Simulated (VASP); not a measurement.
Crystal: Tl.

```xyz
2
Lattice="3.4560 0.0000 0.0000 -1.7280 2.9930 0.0000 0.0000 0.0000 5.5250" Properties=species:S:1:pos:R:3 pbc="T T T"
Tl    1.7280    0.9977    4.1438
Tl    0.0000    1.9953    1.3813
```

Base run:

```yaml
Program: VASP 6.6.1
Functional: PBEsol
Potentials_or_basis: VASP PAW PBE potentials, release 64 (Tl_d)
Cutoff: 520 eV
k_mesh: 7 × 7 × 4
Occupations: fermi-dirac, width 0.05 eV
Spin: no spin polarisation
```

Its results: pressure 0.0 GPa.

Q: The run is repeated on the same cell with these changes: spin from no spin polarisation to non-collinear spin, zero start, spin-orbit coupling; further incar settings from ALGO = Fast; EDIFF = 1e-06; NBANDS = 20 to ALGO = Normal; EDIFF = 1e-06; NBANDS = 38. What comes out?

A: Pressure -0.4 GPa; net moment 0.00 μB per cell.

Caveats: the PAW data sets were made with another functional, which shifts forces and pressure a little.
